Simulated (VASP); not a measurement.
A run of VASP 6.6.1 is set up as follows.

Contents of INCAR:

```
SYSTEM = Sc2BSb3
PREC     = Accurate       ! precision mode
ENCUT    = 520            ! plane-wave cutoff, eV
EDIFF    = 1E-6           ! SCF threshold, eV
ISMEAR   = 0              ! smearing method
SIGMA    = 0.1            ! smearing width, eV
LREAL    = .False.        ! projectors in reciprocal space
LASPH    = .True.         ! aspherical terms in the spheres
NELM     = 80             ! most SCF steps
ALGO     = Normal         ! electronic algorithm
ISIF     = 2              ! what is computed and relaxed
LWAVE    = .False.        ! write WAVECAR
LCHARG   = .False.        ! write CHGCAR
GGA      = PE             ! functional
NBANDS   = 29             ! bands
```

File KPOINTS:

```
Automatic mesh
0
Gamma
  10 10 4
  0 0 0
```

Contents of POSCAR:

```
Sc2BSb3
1.0
    3.7140023346      0.0000000000      0.0000000000
    0.0000000000      3.7140023346      0.0000000000
    0.0000000000      0.0000000000      9.0488712949
Sc B Sb
2 1 3
Direct
    0.5000000000      0.0000000000      0.2433816616
    0.0000000000      0.5000000000      0.7566183384
    0.0000000000      0.0000000000      0.0000000000
    0.5000000000      0.0000000000      0.6015226030
    0.0000000000      0.5000000000      0.3984773970
    0.5000000000      0.5000000000      0.0000000000
```

Potentials or basis: VASP PAW PBE potentials, release 64 (Sc_sv, B, Sb).

The run is started by

```console
$ cat potpaw_PBE.64/Sc_sv/POTCAR potpaw_PBE.64/B/POTCAR potpaw_PBE.64/Sb/POTCAR > POTCAR
$ mpirun -np 1 vasp_std > vasp.out
```

Problem. Predict the largest force.

Solution. 0.013 eV/Å.

Problem. Estimate the pressure.

Solution. 0.0 GPa.

Forces in eV/Å, atoms in the order of the input:
```
Sc   0.000  0.000 -0.005
Sc   0.000  0.000  0.005
B    0.000  0.000  0.000
Sb   0.000  0.000 -0.013
Sb   0.000  0.000  0.013
Sb   0.000  0.000  0.000
```
